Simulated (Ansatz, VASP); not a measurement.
**Two plane-wave programs on MoS2**

```
Mo S
1.0
     1.59259    0.91948    7.43828
    -1.59259    0.91948    7.43828
     0.00000   -1.83896    7.43828
Mo S
1 2
Direct
  0.99978 0.99978 0.99978
  0.40313 0.40313 0.40313
  0.26309 0.26309 0.26309
```

Alike in both runs: task relaxation of cell and atoms; functional PBE; k mesh 12 × 12 × 12; occupations gaussian, width 0.02 eV; no spin polarisation.

|  | VASP | Ansatz |
| --- | --- | --- |
| version | VASP 6.6.1 | Ansatz 0.2.0 |
| potentials or method | VASP PAW PBE potentials, release 64 (Mo_sv, S), cutoff 500 eV | scalar-relativistic, plane waves, PAW |
| valence electrons in the cell | 26 | 26 |

```csv
,VASP,Ansatz,Ansatz less VASP
"gap on the k mesh at the Fermi level, each at its own relaxed structure (eV)",1.46,1.45,-0.012
relaxed volume (Å³/atom),21.77,21.78,+0.017
relaxed length of the cell vector where the two differ most in proportion (Å),7.660,7.662,+0.0024
```
